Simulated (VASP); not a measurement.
# ScAl3 (Pm-3m) in VASP: single point with PBE

Aim: the single point of ScAl3 with PBE.

Everything below comes from runs of VASP 6.6.1. Logs are shortened: lines on timing, memory, paths and dates and some standing lists are left out, and cuts for length are marked.

## Step 1: The cell of the first run

It takes space group Pm-3m (No. 221, cubic). Conventional cell: a = 4.251 Å, b = 4.251 Å, c = 4.251 Å, α = 90.00°, β = 90.00°, γ = 90.00°. Sc (site symmetry m-3m) has 12 Al at 3.01 Å within 4.0 Å. Within 4.0 Å of Al (site symmetry 4/mmm) lie 4 Sc at 3.01 Å and 8 Al at 3.01 Å.

## Step 2: Single point, PBE (strained)

The input, INCAR:

```
SYSTEM = ScAl3
PREC     = Accurate       ! precision mode
ENCUT    = 520            ! plane-wave cutoff, eV
EDIFF    = 1E-7           ! SCF threshold, eV
ISMEAR   = 0              ! smearing method
SIGMA    = 0.1            ! smearing width, eV
LREAL    = .FALSE.        ! projectors in reciprocal space
LASPH    = .TRUE.         ! aspherical terms in the spheres
NELM     = 60             ! most SCF steps
ALGO     = Normal         ! electronic algorithm
ISIF     = 2              ! what is computed and relaxed
LWAVE    = .FALSE.        ! write WAVECAR
LCHARG   = .TRUE.         ! write CHGCAR
GGA      = PE             ! functional
LELF     = .TRUE.         ! ELF
LVHAR    = .TRUE.       
NBANDS   = 18             ! bands
```

The input, KPOINTS:

```
regular mesh
0
G
  10 10 10
  0 0 0
```

The input, POSCAR:

```
ScAl3
1.0
    4.2513597109      0.0000000000      0.0000000000
    0.0000000000      4.2513597109      0.0000000000
    0.0000000000      0.0000000000      4.2513597109
Sc Al
1 3
Direct
    0.0000000000      0.0000000000      0.0000000000
    0.5000000000      0.0000000000      0.5000000000
    0.0000000000      0.5000000000      0.5000000000
    0.5000000000      0.5000000000      0.0000000000
```

Potentials or basis: VASP PAW PBE potentials, release 64 (Sc_sv, Al).

On the command line:

```sh
cat potpaw_PBE.64/Sc_sv/POTCAR potpaw_PBE.64/Al/POTCAR > POTCAR
mpirun -np 1 vasp_std > vasp.out
```

OUTCAR:

```text
SYSTEM = ScAl3
   PREC = Accurate
   ENCUT = 520
   EDIFF = 1E-7
   ISMEAR = 0
   LREAL = .FALSE.
   LASPH = .TRUE.
   NELM = 60
   ISIF = 2
   GGA = PE

 ion  position               nearest neighbor table
   1  0.000  0.000  0.000-   2 3.01   3 3.01   4 3.01   2 3.01   3 3.01   3 3.01   4 3.01   3 3.01
                             2 3.01   4 3.01   2 3.01   4 3.01
   2  0.500  0.000  0.500-   1 3.01   3 3.01   4 3.01   1 3.01   4 3.01   3 3.01   4 3.01   4 3.01
                             1 3.01   3 3.01   1 3.01   3 3.01
   3  0.000  0.500  0.500-   1 3.01   2 3.01   4 3.01   1 3.01   4 3.01   1 3.01   2 3.01   1 3.01
                             2 3.01   4 3.01   4 3.01   2 3.01
   4  0.500  0.500  0.000-   1 3.01   2 3.01   3 3.01   2 3.01   3 3.01   1 3.01   2 3.01   2 3.01
                             1 3.01   3 3.01   3 3.01   1 3.01

  LATTYP: Found a simple cubic cell.
 ALAT       =     4.2513597109

  Lattice vectors:

 A1 = (   4.2513597109,   0.0000000000,   0.0000000000)
 A2 = (   0.0000000000,   4.2513597109,   0.0000000000)
 A3 = (   0.0000000000,   0.0000000000,   4.2513597109)

Analysis of symmetry for initial positions (statically):
=====================================================================
 Subroutine PRICEL returns:
 Original cell was already a primitive cell.

 Routine SETGRP: Setting up the symmetry group for a
 simple cubic supercell.

 Subroutine GETGRP returns: Found 48 space group operations
 (whereof 48 operations were pure point group operations)
 out of a pool of 48 trial point group operations.

The static configuration has the point symmetry O_h .

Analysis of symmetry for dynamics (positions and initial velocities):
=====================================================================
 Subroutine PRICEL returns:
 Original cell was already a primitive cell.

 Routine SETGRP: Setting up the symmetry group for a
 simple cubic supercell.

 Subroutine GETGRP returns: Found 48 space group operations
 (whereof 48 operations were pure point group operations)
 out of a pool of 48 trial point group operations.

The dynamic configuration has the point symmetry O_h .

 Subroutine INISYM returns: Found 48 space group operations
 (whereof 48 operations are pure point group operations),
 and found     1 'primitive' translations

----------------------------------------------------------------------------------------

                                     Primitive cell

  volume of cell :      76.8393

  direct lattice vectors                    reciprocal lattice vectors
     4.251359711  0.000000000  0.000000000     0.235218864  0.000000000  0.000000000
     0.000000000  4.251359711  0.000000000     0.000000000  0.235218864  0.000000000
     0.000000000  0.000000000  4.251359711     0.000000000  0.000000000  0.235218864

  length of vectors
     4.251359711  4.251359711  4.251359711     0.235218864  0.235218864  0.235218864

  position of ions in fractional coordinates (direct lattice)
     0.000000000  0.000000000  0.000000000
     0.500000000  0.000000000  0.500000000
     0.000000000  0.500000000  0.500000000
     0.500000000  0.500000000  0.000000000

  ion indices of the primitive-cell ions
   primitive index   ion index
                 1           1
                 2           2
                 3           3
                 4           4

----------------------------------------------------------------------------------------

 KPOINTS: regular mesh

Automatic generation of k-mesh.
 Grid dimensions read from file:
 generate k-points for:   10   10   10

 Generating k-lattice:

  Cartesian coordinates                     Fractional coordinates (reciprocal lattice)
     0.023521886  0.000000000  0.000000000     0.100000000  0.000000000  0.000000000
     0.000000000  0.023521886  0.000000000     0.000000000  0.100000000  0.000000000
     0.000000000  0.000000000  0.023521886     0.000000000  0.000000000  0.100000000

  Length of vectors
     0.023521886  0.023521886  0.023521886

  Shift w.r.t. Gamma in fractional coordinates (k-lattice)
     0.000000000  0.000000000  0.000000000

 Subroutine IBZKPT returns following result:
 ===========================================

 Found     56 irreducible k-points:

 Following reciprocal coordinates:
            Coordinates               Weight
  0.000000  0.000000  0.000000      1.000000
  0.100000  0.000000  0.000000      6.000000
  0.200000  0.000000  0.000000      6.000000
  0.300000  0.000000  0.000000      6.000000
  0.400000  0.000000  0.000000      6.000000
  0.500000  0.000000  0.000000      3.000000
[... 16 lines left out ...]
  0.200000  0.100000  0.100000     24.000000
  0.300000  0.100000  0.100000     24.000000
 [... further k-points ...]
   k-points           NKPTS =     56   k-points in BZ     NKDIM =     56   number of bands    NBANDS=     18
   number of dos      NEDOS =    301   number of ions     NIONS =      4
   total plane-waves  NPLWV =  32768
   dimension x,y,z NGX =    32 NGY =   32 NGZ =   32
   dimension x,y,z NGXF=    64 NGYF=   64 NGZF=   64
   ions per type =               1   3
   NGX,Y,Z   is equivalent  to a cutoff of  12.51, 12.51, 12.51 a.u.
   NGXF,Y,Z  is equivalent  to a cutoff of  25.03, 25.03, 25.03 a.u.
 SYSTEM =  ScAl3
   PREC   = accura    normal or accurate (medium, high low for compatibility)
   ISTART =      0    job   : 0-new  1-cont  2-samecut
   ICHARG =      2    charge: 1-file 2-atom 10-const
   ISPIN  =      1    spin polarized calculation?
   LNONCOLLINEAR =      F non collinear calculations
   LSORBIT =      F    spin-orbit coupling
   LASPH  =      T    aspherical Exc in radial PAW
   ENCUT  =  520.0 eV  38.22 Ry    6.18 a.u.   7.90  7.90  7.90*2*pi/ulx,y,z
   NELM   =     60;   NELMIN=  2; NELMDL= -5     # of ELM steps
   EDIFF  = 0.1E-06   stopping-criterion for ELM
   LREAL  =      F    real-space projection
   EDIFFG = 0.1E-05   stopping-criterion for IOM
   NSW    =      0    number of steps for IOM
   IBRION =     -1    ionic relax: 0-MD 1-quasi-New 2-CG
   NFREE  =      0    steps in history (QN), initial steepest desc. (CG)
   ISIF   =      2    stress and relaxation
   ISYM   =      2    0-nonsym 1-usesym 2-fastsym
   POTIM  = 0.5000    time-step for ionic-motion
   TEBEG  =    0.0;   TEEND  =   0.0 temperature during run
   PSTRESS=    0.0 pullay stress
   NELECT =      20.0000    total number of electrons
   NUPDOWN=      -1.0000    fix difference up-down
   EMIN   =  10.00;   EMAX   =-10.00  energy-range for DOS
   EFERMI =   0.00;   METHOD = LEGACY
   ISMEAR =     0;   SIGMA  =   0.10  broadening in eV -4-tet -1-fermi 0-gaus
   EFERMI_NEDOS =   21; number of points for ismear=-14 and -15
   IALGO  =     38    algorithm
   IMIX   =      4    mixing-type and parameters
     AMIX     =   0.40;   BMIX     =  1.00
     AMIX_MAG =   1.60;   BMIX_MAG =  1.00
  volume/ion in A,a.u.               =      19.21       129.63
  Fermi-wavevector in a.u.,A,eV,Ry     =   1.045258  1.975252 14.865249  1.092565
  Thomas-Fermi vector in A             =   2.180046
   LORBIT       =      0    0 simple, 1 ext, 2 COOP (PROOUT), +10 PAW based schemes
   GGA     = PE    functional components
   LHFCALC =     F    Hartree Fock is set to
   AEXX    =    0.0000 exact exchange contribution
   IVDW    =     0    specifies the selected vdW correction
   LEPSILON=     F    determine dielectric tensor
   LRPA    =     F    only Hartree local field effects (RPA)
 non-spin polarized calculation
 Gauss-broadening in eV      SIGMA  =   0.10
  energy-cutoff  :      520.00
  volume of cell :       76.84
 maximum number of plane-waves:      2103
 NGX is ok and might be reduce to    32
   NGX = 15   NGY = 15   NGZ = 15

 number of electron      20.0000007 magnetization

 Free energy of the ion-electron system (eV)
  ---------------------------------------------------
  ext. energy  EPLUGINS =         0.00000000
  ---------------------------------------------------
  free energy    TOTEN  =       -19.11323426 eV

  energy without entropy =      -19.10455018  energy(sigma->0) =      -19.10889222

 E-fermi :   6.2508     XC(G=0):  -9.9701

 val. band max:        6.2381877947   @ k =   0.3000   0.3000   0.0000
 cond. band min:       6.2534940808   @ k =   0.2000   0.2000   0.1000
 fundamental gap:      0.0153062861
 Fermi energy:         6.2508272613

 k-point     1 :       0.0000    0.0000    0.0000
  band No.  band energies     occupation
      1     -43.1334      2.00000
      2     -21.7959      2.00000
      3     -21.7959      2.00000
      4     -21.7959      2.00000
      5      -3.1673      2.00000
      6       3.7457      2.00000
[... 10 lines left out ...]
     17      11.0201      0.00000
     18      11.0201      0.00000

 k-point     2 :       0.1000    0.0000    0.0000
  band No.  band energies     occupation
      1     -43.1333      2.00000
      2     -21.7976      2.00000
      3     -21.7957      2.00000
      4     -21.7957      2.00000
      5      -3.0833      2.00000
      6       2.9995      2.00000
[... 10 lines left out ...]
     17      11.0732      0.00000
     18      11.0732      0.00000

 k-point     3 :       0.2000    0.0000    0.0000
  band No.  band energies     occupation
      1     -43.1332      2.00000
      2     -21.8021      2.00000
      3     -21.7954      2.00000
      4     -21.7954      2.00000
      5      -2.8335      2.00000
      6       1.9087      2.00000
[... 10 lines left out ...]
     17      10.9259      0.00000
     18      10.9259      0.00000

 k-point     4 :       0.3000    0.0000    0.0000
  band No.  band energies     occupation
      1     -43.1330      2.00000
      2     -21.8077      2.00000
      3     -21.7949      2.00000
      4     -21.7949      2.00000
      5      -2.4263      2.00000
      6       0.8436      2.00000
[... 375 lines left out ...]
      4     -21.7972      2.00000
      5      -2.9165      2.00000
      6       2.9770      2.00000
[... 10 lines left out ...]
     17      11.2350      0.00000
     18      11.3355      0.00000

 k-point    23 :       0.2000    0.1000    0.1000
  band No.  band energies     occupation
      1     -43.1330      2.00000
      2     -21.8018      2.00000
      3     -21.7970      2.00000
      4     -21.7969      2.00000
      5      -2.6692      2.00000
      6       2.0268      2.00000
[... 10 lines left out ...]
     17      10.7108      0.00000
     18      11.0517      0.00000

 k-point    24 :       0.3000    0.1000    0.1000
  band No.  band energies     occupation
      1     -43.1328      2.00000
      2     -21.8073      2.00000
      3     -21.7965      2.00000
      4     -21.7964      2.00000
      5      -2.2663      2.00000
      6       0.9847      2.00000
[... 10 lines left out ...]
     17      10.5353      0.00000
     18      11.2144      0.00000

 [... further k-points ...]

------------------------ aborting loop because EDIFF is reached ----------------------------------------

  FORCE on cell =-STRESS in cart. coord.  units (eV):
  Direction    XX          YY          ZZ          XY          YZ          ZX
  --------------------------------------------------------------------------------------
  -------------------------------------------------------------------------------------
  Total       -3.4617107     -3.4617107     -3.4617107      0.0000000      0.0000000      0.0000000
  in kB      -72.1801516    -72.1801516    -72.1801516      0.0000000      0.0000000      0.0000000
  external PRESSURE =     -72.1801516 kB  Pullay stress =       0.0000000 kB

 VOLUME and BASIS-vectors are now :
 -----------------------------------------------------------------------------
  energy-cutoff  :      520.00
  volume of cell :       76.84
      direct lattice vectors                 reciprocal lattice vectors
     4.251359711  0.000000000  0.000000000     0.235218864  0.000000000  0.000000000
     0.000000000  4.251359711  0.000000000     0.000000000  0.235218864  0.000000000
     0.000000000  0.000000000  4.251359711     0.000000000  0.000000000  0.235218864

 POSITION                                       TOTAL-FORCE (eV/Angst)
 -----------------------------------------------------------------------------------
      0.00000      0.00000      0.00000         0.000000      0.000000      0.000000
      2.12568      0.00000      2.12568         0.000000      0.000000      0.000000
      0.00000      2.12568      2.12568         0.000000      0.000000      0.000000
      2.12568      2.12568      0.00000         0.000000      0.000000      0.000000
 -----------------------------------------------------------------------------------
    total drift:                               -0.000000      0.000000      0.000000

  FREE ENERGIE OF THE ION-ELECTRON SYSTEM (eV)
  ---------------------------------------------------
  free  energy   TOTEN  =       -19.1132342633 eV

  energy  without entropy=      -19.1045501788  energy(sigma->0) =      -19.10889222
```

Run time: 26 s. Hardware: 1 thread of Intel Xeon 6975P-C (Granite Rapids), shared host; peak memory 0.21 GiB.

What came out:

```yaml
Free_energy: -19.1132 eV
Pressure: -7.2 GPa
Band_gap_on_the_k_mesh: zero (bands 10 and 11 overlap by 3.42 eV)
```

Levels at points of the mesh, in eV from the Fermi level:
| k point | band 6 | band 7 | band 8 | band 9 | band 10 | band 11 | band 12 | band 13 | band 14 | band 15 |
| --- | --- | --- | --- | --- | --- | --- | --- | --- | --- | --- |
| (0.00, 0.00, 0.00) | -2.51 | -2.51 | -1.73 | -1.73 | -1.73 | 1.23 | 1.23 | 1.23 | 1.28 | 3.89 |
| (0.50, 0.00, 0.00) | -6.92 | -1.53 | -1.53 | -1.24 | 0.24 | 0.87 | 0.87 | 1.37 | 1.49 | 1.88 |
| (0.50, 0.50, 0.00) | -5.43 | -5.43 | -4.06 | -0.46 | -0.46 | 1.19 | 1.24 | 1.84 | 2.20 | 3.03 |
| (0.50, 0.50, 0.50) | -4.61 | -4.61 | -4.04 | -2.81 | -2.81 | -2.81 | 0.71 | 2.30 | 2.30 | 3.46 |

Caveat: the cell differs from its parent crystal (strained); the cell stands under tension.
